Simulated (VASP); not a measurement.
Runs of VASP 6.6.1 on TePb. The structure is that of space group Fm-3m (No. 225), or close to it. The cells are those of the table. 

```tsv
task	level	cell	cutoff (eV)	gap on the mesh (eV)	pressure (GPa)
single point	PBEsol	a = 4.556 Å, angles 60.0°, 2 atoms	520	0.65	0.0
single point	PBEsol	a = 4.425, b = 4.395, c = 4.483 Å, angles 59.7, 60.5, 60.2°, 2 atoms	520	0.30	4.3
single point	PBE	a = 4.778 Å, angles 60.0°, 2 atoms	500	(a)	-2.7
single point	PBEsol	a = 4.653 Å, angles 60.0°, 2 atoms	520	(b)	-2.5
relaxation of cell and atoms	PBEsol	relaxed from a = 4.564 Å, angles 60.0°, 2 atoms	600	0.65	0.0
```

Alike in all rows: potentials or basis VASP PAW PBE potentials, release 64 (Te, Pb_d); no spin polarisation; k mesh 8 × 8 × 8; smearing gaussian 0.02 eV.

Estimate the missing entries.

(a) 0.96; (b) 0.77.

Caveats: spin-orbit coupling is left out, which moves the levels of the heavy elements; the PAW data sets were made with another functional, which shifts forces and pressure a little (some runs).

A k mesh can miss the band edges, and the runs leave out spin-orbit coupling on Pb, Te.
